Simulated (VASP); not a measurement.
BaTiO3, 5 atoms in the cell. It takes space group Pm-3m (No. 221, cubic). Conventional cell: a = 3.800 Å, b = 3.800 Å, c = 3.800 Å, α = 90.00°, β = 90.00°, γ = 90.00°. Ba (site symmetry m-3m) has 12 O at 2.69 Å and 8 Ti at 3.29 Å within 3.5 Å. Within 2.5 Å of Ti (site symmetry m-3m) lie 6 O at 1.90 Å. O (site symmetry 4/mmm) has 2 Ti at 1.90 Å within 2.5 Å. 

- Program: VASP 6.6.1
- Task: single point
- Functional: PBE
- Potentials or basis: VASP PAW PBE potentials, release 64 (Ba_sv, Ti_sv, O)
- Cutoff: 520 eV
- k mesh: 4 × 4 × 4
- Occupations: gaussian, width 0.01 eV
- Spin: no spin polarisation
- Dipole correction: no
- Further INCAR settings: ALGO = Normal; EDIFF = 1e-06; NBANDS = 28

Potentials or basis: VASP PAW PBE potentials, release 64 (Ba_sv, Ti_sv, O).

Run with:

```sh
$ cat potpaw_PBE.64/Ba_sv/POTCAR potpaw_PBE.64/Ti_sv/POTCAR potpaw_PBE.64/O/POTCAR > POTCAR
$ mpirun -np 1 vasp_std > vasp.out
```

Hardware: 1 thread of AMD EPYC 9R45 96-Core Processor (Zen 5) (shared host).

How long does it take, and how much memory?

Wall time 20 s on 1 thread of AMD EPYC 9R45 96-Core Processor (Zen 5) (shared host), peak memory 0.14 GiB. Counts: scf iterations 17, k points 18.
